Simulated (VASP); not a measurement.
# Pt (Fm-3m) in VASP: notebook

Runs on Pt. Level: PBEsol. Tasks: single point, relaxation of cell and atoms.

Program: VASP 6.6.1. These are calculated values, not measurements. Logs are shortened: lines on timing, memory, paths and dates and some standing lists are left out, and cuts for length are marked.

### 1 The cell of the first run

The structure is cubic, space group Fm-3m (No. 225). Conventional cell: a = 3.917 Å, b = 3.917 Å, c = 3.917 Å, α = 90.00°, β = 90.00°, γ = 90.00°. Pt (site symmetry m-3m) has 12 Pt at 2.77 Å within 3.7 Å.

### 2 Single point, PBEsol

Input file INCAR:

```
SYSTEM = Pt
PREC = Accurate
ENCUT = 520
EDIFF = 1E-6
ISMEAR = -1
SIGMA = 0.05
LREAL = .FALSE.
LASPH = .TRUE.
NELM = 60
ALGO = Normal
ISIF = 2
LWAVE = .FALSE.
LCHARG = .FALSE.
GGA = PS
NBANDS = 11
```

Input file KPOINTS:

```
regular mesh
0
G
  11 11 11
  0 0 0
```

Input file POSCAR:

```
Pt
1.0
    0.0000000000      1.9585101032      1.9585101032
    1.9585101032      0.0000000000      1.9585101032
    1.9585101032      1.9585101032      0.0000000000
Pt
1
Direct
    0.0000000000      0.0000000000      0.0000000000
```

Potentials or basis: VASP PAW PBE potentials, release 64 (Pt).

The run is started by

```console
> cat potpaw_PBE.64/Pt/POTCAR > POTCAR
> mpirun -np 1 vasp_std > vasp.out
```

OUTCAR:

```text
SYSTEM = Pt
   PREC = Accurate
   ENCUT = 520
   EDIFF = 1E-6
   ISMEAR = -1
   LREAL = .FALSE.
   LASPH = .TRUE.
   NELM = 60
   ISIF = 2
   GGA = PS

 ion  position               nearest neighbor table
   1  0.000  0.000  0.000-

  LATTYP: Found a face centered cubic cell.
 ALAT       =     3.9170202064

  Lattice vectors:

 A1 = (   0.0000000000,   1.9585101032,   1.9585101032)
 A2 = (   1.9585101032,   0.0000000000,   1.9585101032)
 A3 = (   1.9585101032,   1.9585101032,   0.0000000000)

Analysis of symmetry for initial positions (statically):
=====================================================================
 Subroutine PRICEL returns:
 Original cell was already a primitive cell.

 Routine SETGRP: Setting up the symmetry group for a
 face centered cubic supercell.

 Subroutine GETGRP returns: Found 48 space group operations
 (whereof 48 operations were pure point group operations)
 out of a pool of 48 trial point group operations.

The static configuration has the point symmetry O_h .

Analysis of symmetry for dynamics (positions and initial velocities):
=====================================================================
 Subroutine PRICEL returns:
 Original cell was already a primitive cell.

 Routine SETGRP: Setting up the symmetry group for a
 face centered cubic supercell.

 Subroutine GETGRP returns: Found 48 space group operations
 (whereof 48 operations were pure point group operations)
 out of a pool of 48 trial point group operations.

The dynamic configuration has the point symmetry O_h .

 Subroutine INISYM returns: Found 48 space group operations
 (whereof 48 operations are pure point group operations),
 and found     1 'primitive' translations

----------------------------------------------------------------------------------------

                                     Primitive cell

  volume of cell :      15.0248

  direct lattice vectors                    reciprocal lattice vectors
     0.000000000  1.958510103  1.958510103    -0.255296105  0.255296105  0.255296105
     1.958510103  0.000000000  1.958510103     0.255296105 -0.255296105  0.255296105
     1.958510103  1.958510103  0.000000000     0.255296105  0.255296105 -0.255296105

  length of vectors
     2.769751550  2.769751550  2.769751550     0.442185824  0.442185824  0.442185824

  position of ions in fractional coordinates (direct lattice)
     0.000000000  0.000000000  0.000000000

  ion indices of the primitive-cell ions
   primitive index   ion index
                 1           1

----------------------------------------------------------------------------------------

 KPOINTS: regular mesh

Automatic generation of k-mesh.
 Grid dimensions read from file:
 generate k-points for:   11   11   11

 Generating k-lattice:

  Cartesian coordinates                     Fractional coordinates (reciprocal lattice)
    -0.023208737  0.023208737  0.023208737     0.090909091  0.000000000  0.000000000
     0.023208737 -0.023208737  0.023208737     0.000000000  0.090909091  0.000000000
     0.023208737  0.023208737 -0.023208737     0.000000000  0.000000000  0.090909091

  Length of vectors
     0.040198711  0.040198711  0.040198711

  Shift w.r.t. Gamma in fractional coordinates (k-lattice)
     0.000000000  0.000000000  0.000000000

 Subroutine IBZKPT returns following result:
 ===========================================

 Found     56 irreducible k-points:

 Following reciprocal coordinates:
            Coordinates               Weight
  0.000000  0.000000  0.000000      1.000000
  0.090909  0.000000  0.000000      8.000000
  0.181818  0.000000  0.000000      8.000000
  0.272727  0.000000  0.000000      8.000000
  0.363636  0.000000  0.000000      8.000000
  0.454545  0.000000  0.000000      8.000000
[... 16 lines left out ...]
 -0.272727  0.181818  0.000000     24.000000
 -0.181818  0.181818  0.000000     12.000000
 [... further k-points ...]
   k-points           NKPTS =     56   k-points in BZ     NKDIM =     56   number of bands    NBANDS=     11
   number of dos      NEDOS =    301   number of ions     NIONS =      1
   total plane-waves  NPLWV =  13824
   dimension x,y,z NGX =    24 NGY =   24 NGZ =   24
   dimension x,y,z NGXF=    48 NGYF=   48 NGZF=   48
   ions per type =               1
   NGX,Y,Z   is equivalent  to a cutoff of  14.41, 14.41, 14.41 a.u.
   NGXF,Y,Z  is equivalent  to a cutoff of  28.81, 28.81, 28.81 a.u.
 SYSTEM =  Pt
   PREC   = accura    normal or accurate (medium, high low for compatibility)
   ISTART =      0    job   : 0-new  1-cont  2-samecut
   ICHARG =      2    charge: 1-file 2-atom 10-const
   ISPIN  =      1    spin polarized calculation?
   LNONCOLLINEAR =      F non collinear calculations
   LSORBIT =      F    spin-orbit coupling
   LASPH  =      T    aspherical Exc in radial PAW
   ENCUT  =  520.0 eV  38.22 Ry    6.18 a.u.   5.15  5.15  5.15*2*pi/ulx,y,z
   NELM   =     60;   NELMIN=  2; NELMDL= -5     # of ELM steps
   EDIFF  = 0.1E-05   stopping-criterion for ELM
   LREAL  =      F    real-space projection
   EDIFFG = 0.1E-04   stopping-criterion for IOM
   NSW    =      0    number of steps for IOM
   IBRION =     -1    ionic relax: 0-MD 1-quasi-New 2-CG
   NFREE  =      0    steps in history (QN), initial steepest desc. (CG)
   ISIF   =      2    stress and relaxation
   ISYM   =      2    0-nonsym 1-usesym 2-fastsym
   POTIM  = 0.5000    time-step for ionic-motion
   TEBEG  =    0.0;   TEEND  =   0.0 temperature during run
   PSTRESS=    0.0 pullay stress
   NELECT =      10.0000    total number of electrons
   NUPDOWN=      -1.0000    fix difference up-down
   EMIN   =  10.00;   EMAX   =-10.00  energy-range for DOS
   EFERMI =   0.00;   METHOD = LEGACY
   ISMEAR =    -1;   SIGMA  =   0.05  broadening in eV -4-tet -1-fermi 0-gaus
   EFERMI_NEDOS =   21; number of points for ismear=-14 and -15
   IALGO  =     38    algorithm
   IMIX   =      4    mixing-type and parameters
     AMIX     =   0.40;   BMIX     =  1.00
     AMIX_MAG =   1.60;   BMIX_MAG =  1.00
  volume/ion in A,a.u.               =      15.02       101.39
  Fermi-wavevector in a.u.,A,eV,Ry     =   1.429351  2.701083 27.797321  2.043045
  Thomas-Fermi vector in A             =   2.549314
   LORBIT       =      0    0 simple, 1 ext, 2 COOP (PROOUT), +10 PAW based schemes
   GGA     = PS    functional components
   LHFCALC =     F    Hartree Fock is set to
   AEXX    =    0.0000 exact exchange contribution
   IVDW    =     0    specifies the selected vdW correction
   LEPSILON=     F    determine dielectric tensor
   LRPA    =     F    only Hartree local field effects (RPA)
 non-spin polarized calculation
  energy-cutoff  :      520.00
  volume of cell :       15.02
 maximum number of plane-waves:       416
 NGX is ok and might be reduce to    24
   NGX = 11   NGY = 11   NGZ = 11

 number of electron      10.0000000 magnetization

 Free energy of the ion-electron system (eV)
  ---------------------------------------------------
  ext. energy  EPLUGINS =         0.00000000
  ---------------------------------------------------
  free energy    TOTEN  =        -6.97962540 eV

  energy without entropy =       -6.96258881  energy(sigma->0) =       -6.97110710

 E-fermi :  11.1215     XC(G=0): -13.6518

 val. band max:       11.1152677065   @ k =  -0.4545   0.1818   0.0000
 cond. band min:      11.1240413116   @ k =   0.4545   0.0000   0.0000
 fundamental gap:      0.0087736050
 Fermi energy:        11.1214608535

 k-point     1 :       0.0000    0.0000    0.0000
  band No.  band energies     occupation
      1       0.8304      2.00000
      2       7.3312      2.00000
      3       7.3312      2.00000
      4       7.3312      2.00000
      5       9.5241      2.00000
      6       9.5241      2.00000
      7      25.7823      0.00000
      8      30.7631      0.00000
      9      30.7631      0.00000
     10      30.7631      0.00000
     11      36.0779      0.00000

 k-point     2 :       0.0909    0.0000    0.0000
  band No.  band energies     occupation
      1       1.1610      2.00000
      2       7.1880      2.00000
      3       7.4588      2.00000
      4       7.4588      2.00000
      5       9.4563      2.00000
      6       9.4563      2.00000
      7      26.2886      0.00000
      8      29.2294      0.00000
      9      31.2729      0.00000
     10      31.2729      0.00000
     11      37.5920      0.00000

 k-point     3 :       0.1818    0.0000    0.0000
  band No.  band energies     occupation
      1       2.0607      2.00000
      2       6.9306      2.00000
      3       7.6922      2.00000
      4       7.6922      2.00000
      5       9.4339      2.00000
      6       9.4339      2.00000
      7      26.6125      0.00000
      8      27.3632      0.00000
      9      32.6652      0.00000
     10      32.6652      0.00000
     11      35.6520      0.00000

 k-point     4 :       0.2727    0.0000    0.0000
  band No.  band energies     occupation
      1       3.1312      2.00000
      2       7.0928      2.00000
      3       7.6767      2.00000
      4       7.6767      2.00000
      5       9.8468      2.00000
      6       9.8468      2.00000
      7      23.6686      0.00000
      8      27.3449      0.00000
      9      33.8392      0.00000
     10      33.8392      0.00000
     11      34.8584      0.00000

 k-point     5 :       0.3636    0.0000    0.0000
  band No.  band energies     occupation
      1       3.6777      2.00000
      2       7.4589      2.00000
      3       7.4589      2.00000
      4       8.3711      2.00000
      5      10.5744      1.99996
      6      10.5744      1.99996
      7      20.3448      0.00000
      8      26.1717      0.00000
      9      31.8156      0.00000
     10      31.8156      0.00000
     11      37.2113      0.00000
[... 211 lines left out ...]
 k-point    21 :      -0.4545    0.1818    0.0000
  band No.  band energies     occupation
      1       4.6582      2.00000
      2       6.5730      2.00000
      3       8.0228      2.00000
      4       8.1206      2.00000
      5      11.1153      1.06185
      6      14.6663      0.00000
      7      16.7326      0.00000
      8      25.9322      0.00000
      9      28.4722      0.00000
     10      28.7822      0.00000
     11      38.7817      0.00000

 k-point    22 :      -0.3636    0.1818    0.0000
  band No.  band energies     occupation
      1       4.7562      2.00000
      2       6.7074      2.00000
      3       7.7725      2.00000
      4       8.0940      2.00000
      5      10.3905      2.00000
      6      13.6295      0.00000
      7      18.7033      0.00000
      8      25.5842      0.00000
      9      28.0461      0.00000
     10      30.7058      0.00000
     11      36.4736      0.00000

 k-point    23 :      -0.2727    0.1818    0.0000
  band No.  band energies     occupation
      1       4.6570      2.00000
      2       6.6813      2.00000
      3       7.1450      2.00000
      4       8.2522      2.00000
      5       9.4228      2.00000
      6      12.3006      0.00000
      7      21.9301      0.00000
      8      25.9927      0.00000
      9      28.6221      0.00000
     10      33.4969      0.00000
     11      33.5376      0.00000

 k-point    24 :      -0.1818    0.1818    0.0000
  band No.  band energies     occupation
      1       3.7829      2.00000
      2       6.4063      2.00000
      3       7.5302      2.00000
      4       8.5193      2.00000
      5       8.5929      2.00000
      6      11.0768      1.41931
      7      24.6195      0.00000
      8      27.2182      0.00000
      9      30.1684      0.00000
     10      31.3079      0.00000
     11      35.8356      0.00000

 [... further k-points ...]

------------------------ aborting loop because EDIFF is reached ----------------------------------------

  FORCE on cell =-STRESS in cart. coord.  units (eV):
  Direction    XX          YY          ZZ          XY          YZ          ZX
  --------------------------------------------------------------------------------------
  -------------------------------------------------------------------------------------
  Total       -0.0404625     -0.0404625     -0.0404625      0.0000000     -0.0000000      0.0000000
  in kB       -4.3147519     -4.3147519     -4.3147519      0.0000000     -0.0000000      0.0000000
  external PRESSURE =      -4.3147519 kB  Pullay stress =       0.0000000 kB

 VOLUME and BASIS-vectors are now :
 -----------------------------------------------------------------------------
  energy-cutoff  :      520.00
  volume of cell :       15.02
      direct lattice vectors                 reciprocal lattice vectors
     0.000000000  1.958510103  1.958510103    -0.255296105  0.255296105  0.255296105
     1.958510103  0.000000000  1.958510103     0.255296105 -0.255296105  0.255296105
     1.958510103  1.958510103  0.000000000     0.255296105  0.255296105 -0.255296105

 POSITION                                       TOTAL-FORCE (eV/Angst)
 -----------------------------------------------------------------------------------
      0.00000      0.00000      0.00000         0.000000      0.000000      0.000000
 -----------------------------------------------------------------------------------
    total drift:                                0.000000      0.000000     -0.000000

  FREE ENERGIE OF THE ION-ELECTRON SYSTEM (eV)
  ---------------------------------------------------
  free  energy   TOTEN  =        -6.9796253988 eV

  energy  without entropy=       -6.9625888069  energy(sigma->0) =       -6.97110710
```

Wall time 14 s (1 thread of Intel Xeon 8259CL, shared host); peak memory 0.15 GiB.

Results:

| Property | Result |
| --- | --- |
| Free energy | -6.9796 eV |
| Pressure | -0.4 GPa |
| Band gap on the k mesh | zero (bands 5 and 6 overlap by 2.13 eV) |

Caveat: the PAW data sets were made with another functional, which shifts forces and pressure a little; spin-orbit coupling is left out, which moves the levels of the heavy elements.

### 3 Relaxation of cell and atoms, PBEsol

This run uses another cell than the first one, of 15.08 Å³/atom.

Input file INCAR:

```
SYSTEM = Pt
PREC = Accurate ; ENCUT = 600
EDIFF = 1E-7 ; ISMEAR = -1
SIGMA = 0.05 ; LREAL = .False.
LASPH = .True. ; NELM = 80
ALGO = Normal ; ISIF = 3
LWAVE = .False. ; LCHARG = .False.
GGA = PS ; IBRION = 2
NSW = 60 ; EDIFFG = -0.02
```

Input file KPOINTS:

```
regular mesh
0
Gamma
  11 11 11
  0 0 0
```

Input file POSCAR:

```
Pt
1.0
    0.0000000000      1.9609000000      1.9609000000
    1.9609000000      0.0000000000      1.9609000000
    1.9609000000      1.9609000000      0.0000000000
Pt
1
Direct
    0.0000000000      0.0000000000      0.0000000000
```

Potentials or basis: VASP PAW PBE potentials, release 64 (Pt).

The run is started by

```console
> cat potpaw_PBE.64/Pt/POTCAR > POTCAR
> mpirun -np 1 vasp_std > vasp.out
```

Run time: 31 s. Hardware: 1 thread of Intel Xeon 8259CL, shared host; peak memory 0.15 GiB.

Results (log left out):

| Property | Result |
| --- | --- |
| Free energy | -6.9797 eV |
| Relaxed volume | 15.01 Å³/atom |
| Relaxed cell | a = 2.769 Å, b = 2.769 Å, c = 2.769 Å, α = 60.00°, β = 60.00°, γ = 60.00° |
| Space group after relaxing (to 0.1 Å) | Fm-3m (No. 225) |
| Energy gained by relaxing | 0.3 meV/atom |
| Ionic steps | 3 |
| Pressure after relaxing | 0.0 GPa |
| Band gap on the k mesh | zero (bands 5 and 6 overlap by 2.13 eV) |

Step by step:
```
step  energy change (eV)  largest force (eV/Å)  pressure (GPa)  volume (Å³)
   1              0.0000                0.0000           -1.38        15.08
   2              0.0024                0.0000            4.26        14.80
   3             -0.0003                0.0000            0.00        15.01
```

Final structure:
```yaml
crystal:
  lattice:
    - [0.00000, 1.95775, 1.95775]
    - [1.95775, 0.00000, 1.95775]
    - [1.95775, 1.95775, 0.00000]
  atoms:
    - { symbol: Pt, position: [0.00000, 0.00000, 0.00000] }
```

Levels at points of the mesh, in eV from the Fermi level:
```tsv
k point	band 2	band 3	band 4	band 5	band 6	band 7	band 8	band 9
(0.00, 0.00, 0.00)	-3.80	-3.80	-3.80	-1.60	-1.60	14.66	19.65	19.65
```

Caveat: the PAW data sets were made with another functional, which shifts forces and pressure a little; spin-orbit coupling is left out, which moves the levels of the heavy elements.
